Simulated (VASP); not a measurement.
Set up this calculation in VASP 6.6.1, as the native input.

```yaml
Task: single point
Functional: PBEsol
Potentials_or_basis: VASP PAW PBE potentials, release 64 (Mo_sv, Ge_d)
Cutoff: 520 eV
k_mesh: 3 × 3 × 3
Occupations: gaussian, width 0.05 eV
Spin: collinear spin
Starting_moments: "[2.0, 0.0, 0.0, 0.0, 0.0, 0.0, 0.0, 0.0, 0.0, 0.0, 0.0, 0.0, 0.0, 0.0, 0.0, 0.0] μB"
Dipole_correction: no
Further_INCAR_settings: LREAL = Auto; ALGO = Normal; EDIFF = 1e-07; NBANDS = 130
```

The structure of Ge15Mo lies in POSCAR:

```
Ge15Mo
1.0
    0.0000000000      5.6575400000      5.6575400000
    5.6575400000      0.0000000000      5.6575400000
    5.6575400000      5.6575400000      0.0000000000
Mo Ge
1 15
Direct
    1.0000000000      0.0000000000      0.0000000000
    0.9995146617      0.9995146617      0.5004853383
    0.9995146617      0.5004853383      0.9995146617
    0.9995146617      0.5004853383      0.5004853383
    0.5004853383      0.9995146617      0.9995146617
    0.5004853383      0.9995146617      0.5004853383
    0.5004853383      0.5004853383      0.9995146617
    0.5000000000      0.5000000000      0.5000000000
    0.1263979545      0.1263979545      0.1263979545
    0.1263979545      0.1263979545      0.6208061366
    0.1263979545      0.6208061366      0.1263979545
    0.1253009340      0.6248996887      0.6248996887
    0.6208061366      0.1263979545      0.1263979545
    0.6248996887      0.1253009340      0.6248996887
    0.6248996887      0.6248996887      0.1253009340
    0.6248996887      0.6248996887      0.6248996887
```

These files were run (other wordings do the same):

INCAR

```
ALGO = Normal ; EDIFF = 1E-7
ENCUT = 520 ; GGA = PS
ISIF = 2 ; ISMEAR = 0
ISPIN = 2 ; LASPH = T
LCHARG = F ; LMAXMIX = 4
LORBIT = 11 ; LREAL = Auto
LWAVE = F ; MAGMOM = 2 0 0 0 0 0 0 0 0 0 0 0 0 0 0 0
NBANDS = 130 ; NELM = 150
PREC = Accurate ; SIGMA = 0.05
```

KPOINTS

```
k-points
0
Gamma
  3 3 3
```

Potentials or basis: VASP PAW PBE potentials, release 64 (Mo_sv, Ge_d).

The run is started by

```sh
$ cat potpaw_PBE.64/Mo_sv/POTCAR potpaw_PBE.64/Ge_d/POTCAR > POTCAR
$ mpirun -np 1 vasp_std > vasp.out
```

It gave:

| Property | Result |
| --- | --- |
| Pressure | 0.8 GPa |
| Largest force | 0.388 eV/Å |
| Net moment | 1.56 μB per cell |
| Site moments | Mo +1.26; Ge +0.01, -0.00, -0.01, +0.00 (each value once) μB |
| Valence electrons inside the program's atomic spheres | Mo 12.47; Ge 12.41, 12.46 (each value once) |

Caveat: the PAW data sets were made with another functional, which shifts forces and pressure a little.

It took 25 min on 1 thread of Oxide Virtual Turin-like Processor (shared host), peak memory 0.76 GiB.
